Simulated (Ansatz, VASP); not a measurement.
# W in VASP and in Ansatz

The input INCAR:

```
SYSTEM = W
  PREC = Accurate
  ENCUT = 520
  EDIFF = 1E-7
  ISMEAR = -1
  SIGMA = 0.1
  LREAL = .FALSE.
  LASPH = .TRUE.
  NELM = 100
  ALGO = Normal
  ISIF = 2
  LWAVE = .FALSE.
  LCHARG = .TRUE.
  GGA = PE
  LELF = .TRUE.
  LVHAR = .TRUE.
  NBANDS = 21
```

Contents of KPOINTS:

```
regular mesh
0
G
  17 17 9
  0 0 0
```

The input POSCAR:

```
W
1.0
    2.5330987366      0.0000000000      0.0000000000
   -1.2665493683      2.1937278562      0.0000000000
    0.0000000000      0.0000000000      4.0433449180
W
2
Direct
    0.3333333333      0.6666666667      0.2500000000
    0.6666666667      0.3333333333      0.7500000000
```

Input for Ansatz:

```yaml
crystal:
  lattice:
    - [2.5330987366, 0.0, 0.0]
    - [-1.2665493683, 2.1937278562, 0.0]
    - [0.0, 0.0, 4.043344918]
  atoms:
    - { symbol: W, position: [0.3333333333, 0.6666666667, 0.25] }
    - { symbol: W, position: [0.6666666667, 0.3333333333, 0.75] }
kpoints:
  mp_grid: { grid: [17, 17, 9] }
scf:
  occupations: { method: fermi_dirac, width: 0.1 }
hamiltonian:
  xc: pbe
  pseudopotentials: { kind: all_electron, lapw: { basis_error: 0.001 } }
output:
  forces: true
  stress: true
  eigenvalues: true
  populations: true
```

Change from the starting cell: volume scaled by 0.68, LAPW.

Alike in both runs: task single point; functional PBE; k mesh 17 × 17 × 9; occupations fermi-dirac, width 0.1 eV; no spin polarisation.

```csv
,VASP,Ansatz
version,VASP 6.6.1,Ansatz 0.2.0
potentials or method,"VASP PAW PBE potentials, release 64 (W_sv), cutoff 520 eV","all-electron LAPW, scalar-relativistic"
```

Ansatz gave:

- pressure (GPa): 219.5
- traceless stress, the component that is largest in VASP (GPa): 0.12

**Question.** What did VASP give for the same quantities?

**Answer.** Pressure (GPa): 227.1; traceless stress, the component that is largest in VASP (GPa): 0.70.

Both programs put the cell under a high pressure, so it lies far from rest at this level. Ansatz ran all-electron here, and VASP with PAW potentials.

Neither program's run includes spin-orbit coupling. Noted on VASP's run: the cell as given lies far from equilibrium.
